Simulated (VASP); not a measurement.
# ScIn3Rh (Pm-3m) in VASP: notebook

Runs on ScIn3Rh. Level: PBE. Tasks: single point, relaxation of cell and atoms.

All numbers are computed with VASP 6.6.1; they aren't measurements. Logs are shortened: lines on timing, memory, paths and dates and some standing lists are left out, and cuts for length are marked.

### 1 The cell of the first run

Symmetry: Pm-3m, No. 221, cubic system. The conventional cell has a = 4.446 Å, b = 4.446 Å, c = 4.446 Å, α = 90.00°, β = 90.00°, γ = 90.00°. Sc (site symmetry m-3m) has 12 In at 3.14 Å and 8 Rh at 3.85 Å within 4.1 Å. In (site symmetry 4/mmm) has 2 Rh at 2.22 Å within 2.9 Å. Within 2.9 Å of Rh (site symmetry m-3m) lie 6 In at 2.22 Å.

The cell was generated, and may not be a known phase.

### 2 Single point, PBE

The input, INCAR:

```
SYSTEM = ScIn3Rh
  PREC = Accurate
  ENCUT = 500
  EDIFF = 1E-6
  ISMEAR = 0
  SIGMA = 0.1
  LREAL = .FALSE.
  LASPH = .TRUE.
  NELM = 120
  ALGO = Normal
  ISIF = 2
  LWAVE = .FALSE.
  LCHARG = .TRUE.
  GGA = PE
  LELF = .TRUE.
  LVHAR = .TRUE.
  NBANDS = 40
  GGA_COMPAT = .FALSE.
```

The input, KPOINTS:

```
regular mesh
0
G
  4 4 4
  0 0 0
```

The input, POSCAR:

```
ScIn3Rh
1.0
    4.4457403600      0.0000000000      0.0000000000
    0.0000000000      4.4457403600      0.0000000000
    0.0000000000      0.0000000000      4.4457403600
Sc In Rh
1 3 1
Direct
    0.0000000000      0.0000000000      0.0000000000
    0.5000000000      0.5000000000      0.0000000000
    0.0000000000      0.5000000000      0.5000000000
    0.5000000000      0.0000000000      0.5000000000
    0.5000000000      0.5000000000      0.5000000000
```

Potentials or basis: VASP PAW PBE potentials, release 64 (Sc_sv, In_d, Rh_pv).

Launch:

```sh
> cat potpaw_PBE.64/Sc_sv/POTCAR potpaw_PBE.64/In_d/POTCAR potpaw_PBE.64/Rh_pv/POTCAR > POTCAR
> mpirun -np 1 vasp_std > vasp.out
```

OUTCAR:

```text
SYSTEM = ScIn3Rh
   PREC = Accurate
   ENCUT = 500
   EDIFF = 1E-6
   ISMEAR = 0
   LREAL = .FALSE.
   LASPH = .TRUE.
   NELM = 120
   ISIF = 2
   GGA = PE

 ion  position               nearest neighbor table
   1  0.000  0.000  0.000-   2 3.14   3 3.14   4 3.14   3 3.14   4 3.14   2 3.14   3 3.14   3 3.14
                             2 3.14   4 3.14   4 3.14   2 3.14
   2  0.500  0.500  0.000-   5 2.22   5 2.22   4 3.14   1 3.14   3 3.14   4 3.14   3 3.14   1 3.14
                             4 3.14   4 3.14   1 3.14   3 3.14   3 3.14   1 3.14
   3  0.000  0.500  0.500-   5 2.22   5 2.22   4 3.14   1 3.14   1 3.14   2 3.14   1 3.14   4 3.14
                             1 3.14   2 3.14   4 3.14   2 3.14   2 3.14   4 3.14
   4  0.500  0.000  0.500-   5 2.22   5 2.22   3 3.14   1 3.14   1 3.14   2 3.14   2 3.14   3 3.14
                             2 3.14   2 3.14   1 3.14   3 3.14   1 3.14   3 3.14
   5  0.500  0.500  0.500-   2 2.22   3 2.22   4 2.22   2 2.22   4 2.22   3 2.22

  LATTYP: Found a simple cubic cell.
 ALAT       =     4.4457403600

  Lattice vectors:

 A1 = (   4.4457403600,   0.0000000000,   0.0000000000)
 A2 = (   0.0000000000,   4.4457403600,   0.0000000000)
 A3 = (   0.0000000000,   0.0000000000,   4.4457403600)

Analysis of symmetry for initial positions (statically):
=====================================================================
 Subroutine PRICEL returns:
 Original cell was already a primitive cell.

 Routine SETGRP: Setting up the symmetry group for a
 simple cubic supercell.

 Subroutine GETGRP returns: Found 48 space group operations
 (whereof 48 operations were pure point group operations)
 out of a pool of 48 trial point group operations.

The static configuration has the point symmetry O_h .

Analysis of symmetry for dynamics (positions and initial velocities):
=====================================================================
 Subroutine PRICEL returns:
 Original cell was already a primitive cell.

 Routine SETGRP: Setting up the symmetry group for a
 simple cubic supercell.

 Subroutine GETGRP returns: Found 48 space group operations
 (whereof 48 operations were pure point group operations)
 out of a pool of 48 trial point group operations.

The dynamic configuration has the point symmetry O_h .

 Subroutine INISYM returns: Found 48 space group operations
 (whereof 48 operations are pure point group operations),
 and found     1 'primitive' translations

----------------------------------------------------------------------------------------

                                     Primitive cell

  volume of cell :      87.8683

  direct lattice vectors                    reciprocal lattice vectors
     4.445740360  0.000000000  0.000000000     0.224934413  0.000000000  0.000000000
     0.000000000  4.445740360  0.000000000     0.000000000  0.224934413  0.000000000
     0.000000000  0.000000000  4.445740360     0.000000000  0.000000000  0.224934413

  length of vectors
     4.445740360  4.445740360  4.445740360     0.224934413  0.224934413  0.224934413

  position of ions in fractional coordinates (direct lattice)
     0.000000000  0.000000000  0.000000000
     0.500000000  0.500000000  0.000000000
     0.000000000  0.500000000  0.500000000
     0.500000000  0.000000000  0.500000000
     0.500000000  0.500000000  0.500000000

  ion indices of the primitive-cell ions
   primitive index   ion index
                 1           1
                 2           2
                 3           3
                 4           4
                 5           5

----------------------------------------------------------------------------------------

 KPOINTS: regular mesh

Automatic generation of k-mesh.
 Grid dimensions read from file:
 generate k-points for:    4    4    4

 Generating k-lattice:

  Cartesian coordinates                     Fractional coordinates (reciprocal lattice)
     0.056233603  0.000000000  0.000000000     0.250000000  0.000000000  0.000000000
     0.000000000  0.056233603  0.000000000     0.000000000  0.250000000  0.000000000
     0.000000000  0.000000000  0.056233603     0.000000000  0.000000000  0.250000000

  Length of vectors
     0.056233603  0.056233603  0.056233603

  Shift w.r.t. Gamma in fractional coordinates (k-lattice)
     0.000000000  0.000000000  0.000000000

 Subroutine IBZKPT returns following result:
 ===========================================

 Found     10 irreducible k-points:

 Following reciprocal coordinates:
            Coordinates               Weight
  0.000000  0.000000  0.000000      1.000000
  0.250000  0.000000  0.000000      6.000000
  0.500000  0.000000  0.000000      3.000000
  0.250000  0.250000  0.000000     12.000000
  0.500000  0.250000  0.000000     12.000000
  0.500000  0.500000  0.000000      3.000000
  0.250000  0.250000  0.250000      8.000000
  0.500000  0.250000  0.250000     12.000000
  0.500000  0.500000  0.250000      6.000000
  0.500000  0.500000  0.500000      1.000000
   k-points           NKPTS =     10   k-points in BZ     NKDIM =     10   number of bands    NBANDS=     40
   number of dos      NEDOS =    301   number of ions     NIONS =      5
   total plane-waves  NPLWV =  32768
   dimension x,y,z NGX =    32 NGY =   32 NGZ =   32
   dimension x,y,z NGXF=    64 NGYF=   64 NGZF=   64
   ions per type =               1   3   1
   NGX,Y,Z   is equivalent  to a cutoff of  11.97, 11.97, 11.97 a.u.
   NGXF,Y,Z  is equivalent  to a cutoff of  23.93, 23.93, 23.93 a.u.
 SYSTEM =  ScIn3Rh
   PREC   = accura    normal or accurate (medium, high low for compatibility)
   ISTART =      0    job   : 0-new  1-cont  2-samecut
   ICHARG =      2    charge: 1-file 2-atom 10-const
   ISPIN  =      1    spin polarized calculation?
   LNONCOLLINEAR =      F non collinear calculations
   LSORBIT =      F    spin-orbit coupling
   LASPH  =      T    aspherical Exc in radial PAW
   ENCUT  =  500.0 eV  36.75 Ry    6.06 a.u.   8.11  8.11  8.11*2*pi/ulx,y,z
   NELM   =    120;   NELMIN=  2; NELMDL= -5     # of ELM steps
   EDIFF  = 0.1E-05   stopping-criterion for ELM
   LREAL  =      F    real-space projection
   EDIFFG = 0.1E-04   stopping-criterion for IOM
   NSW    =      0    number of steps for IOM
   IBRION =     -1    ionic relax: 0-MD 1-quasi-New 2-CG
   NFREE  =      0    steps in history (QN), initial steepest desc. (CG)
   ISIF   =      2    stress and relaxation
   ISYM   =      2    0-nonsym 1-usesym 2-fastsym
   POTIM  = 0.5000    time-step for ionic-motion
   TEBEG  =    0.0;   TEEND  =   0.0 temperature during run
   PSTRESS=    0.0 pullay stress
   NELECT =      65.0000    total number of electrons
   NUPDOWN=      -1.0000    fix difference up-down
   EMIN   =  10.00;   EMAX   =-10.00  energy-range for DOS
   EFERMI =   0.00;   METHOD = LEGACY
   ISMEAR =     0;   SIGMA  =   0.10  broadening in eV -4-tet -1-fermi 0-gaus
   EFERMI_NEDOS =   21; number of points for ismear=-14 and -15
   IALGO  =     38    algorithm
   IMIX   =      4    mixing-type and parameters
     AMIX     =   0.40;   BMIX     =  1.00
     AMIX_MAG =   1.60;   BMIX_MAG =  1.00
  volume/ion in A,a.u.               =      17.57       118.59
  Fermi-wavevector in a.u.,A,eV,Ry     =   1.480591  2.797912 29.826019  2.192151
  Thomas-Fermi vector in A             =   2.594606
   LORBIT       =      0    0 simple, 1 ext, 2 COOP (PROOUT), +10 PAW based schemes
   GGA     = PE    functional components
   LHFCALC =     F    Hartree Fock is set to
   AEXX    =    0.0000 exact exchange contribution
   IVDW    =     0    specifies the selected vdW correction
   LEPSILON=     F    determine dielectric tensor
   LRPA    =     F    only Hartree local field effects (RPA)
 non-spin polarized calculation
 Gauss-broadening in eV      SIGMA  =   0.10
  energy-cutoff  :      500.00
  volume of cell :       87.87
 maximum number of plane-waves:      2272
   NGX = 17   NGY = 17   NGZ = 17

 number of electron      64.9999970 magnetization

 Free energy of the ion-electron system (eV)
  ---------------------------------------------------
  ext. energy  EPLUGINS =         0.00000000
  ---------------------------------------------------
  free energy    TOTEN  =       -15.32540199 eV

  energy without entropy =      -15.32482995  energy(sigma->0) =      -15.32511597

 E-fermi :  11.0702     XC(G=0): -11.9433

 val. band max:       10.9323814210   @ k =   0.0000   0.0000   0.0000
 cond. band min:      11.2388092785   @ k =   0.5000   0.5000   0.0000
 fundamental gap:      0.3064278575
 Fermi energy:        11.0701936236

 k-point     1 :       0.0000    0.0000    0.0000
  band No.  band energies     occupation
      1     -39.1043      2.00000
      2     -36.0231      2.00000
      3     -36.0231      2.00000
      4     -36.0231      2.00000
      5     -17.7741      2.00000
      6     -17.7741      2.00000
[... 32 lines left out ...]
     39      14.7069      0.00000
     40      14.7069      0.00000

 k-point     2 :       0.2500    0.0000    0.0000
  band No.  band energies     occupation
      1     -39.1041      2.00000
      2     -36.0455      2.00000
      3     -36.0237      2.00000
      4     -36.0237      2.00000
      5     -17.7802      2.00000
      6     -17.7744      2.00000
[... 32 lines left out ...]
     39      15.1233      0.00000
     40      15.1233      0.00000

 k-point     3 :       0.5000    0.0000    0.0000
  band No.  band energies     occupation
      1     -39.1039      2.00000
      2     -36.0677      2.00000
      3     -36.0243      2.00000
      4     -36.0243      2.00000
      5     -17.7862      2.00000
      6     -17.7746      2.00000
[... 251 lines left out ...]
  band No.  band energies     occupation
      1     -39.1035      2.00000
      2     -36.0695      2.00000
      3     -36.0695      2.00000
      4     -36.0478      2.00000
      5     -17.7831      2.00000
      6     -17.7831      2.00000
[... 32 lines left out ...]
     39      13.5615      0.00000
     40      13.8216      0.00000

 k-point    10 :       0.5000    0.5000    0.5000
  band No.  band energies     occupation
      1     -39.1034      2.00000
      2     -36.0701      2.00000
      3     -36.0701      2.00000
      4     -36.0701      2.00000
      5     -17.7820      2.00000
      6     -17.7820      2.00000
[... 32 lines left out ...]
     39      13.5073      0.00000
     40      13.5073      0.00000

------------------------ aborting loop because EDIFF is reached ----------------------------------------

  FORCE on cell =-STRESS in cart. coord.  units (eV):
  Direction    XX          YY          ZZ          XY          YZ          ZX
  --------------------------------------------------------------------------------------
  -------------------------------------------------------------------------------------
  Total       35.6862691     35.6862691     35.6862691      0.0000000      0.0000000     -0.0000000
  in kB      650.6979553    650.6979553    650.6979553      0.0000000      0.0000000     -0.0000000
  external PRESSURE =     650.6979553 kB  Pullay stress =       0.0000000 kB

 VOLUME and BASIS-vectors are now :
 -----------------------------------------------------------------------------
  energy-cutoff  :      500.00
  volume of cell :       87.87
      direct lattice vectors                 reciprocal lattice vectors
     4.445740360  0.000000000  0.000000000     0.224934413  0.000000000  0.000000000
     0.000000000  4.445740360  0.000000000     0.000000000  0.224934413  0.000000000
     0.000000000  0.000000000  4.445740360     0.000000000  0.000000000  0.224934413

 POSITION                                       TOTAL-FORCE (eV/Angst)
 -----------------------------------------------------------------------------------
      0.00000      0.00000      0.00000         0.000000      0.000000      0.000000
      2.22287      2.22287      0.00000         0.000000      0.000000      0.000000
      0.00000      2.22287      2.22287         0.000000      0.000000      0.000000
      2.22287      0.00000      2.22287         0.000000      0.000000      0.000000
      2.22287      2.22287      2.22287         0.000000      0.000000      0.000000
 -----------------------------------------------------------------------------------
    total drift:                                0.000000     -0.000000     -0.000000

  FREE ENERGIE OF THE ION-ELECTRON SYSTEM (eV)
  ---------------------------------------------------
  free  energy   TOTEN  =       -15.3254019852 eV

  energy  without entropy=      -15.3248299530  energy(sigma->0) =      -15.32511597
```

Run time: 49 s. Hardware: 1 thread of Oxide Virtual Turin-like, shared host; peak memory 0.15 GiB.

What came out:

```
Free energy            : -15.3254 eV
Pressure               : 65.1 GPa
Band gap on the k mesh : zero (an odd number of electrons rules out a gap without spin polarisation)
```

Caveat: the cell stands under pressure; spin-orbit coupling is left out, which moves the levels of the heavy elements.

(Continued in part 2 of 2.)

The gap in the log of VASP goes by the Fermi energy; the results here count the filled bands.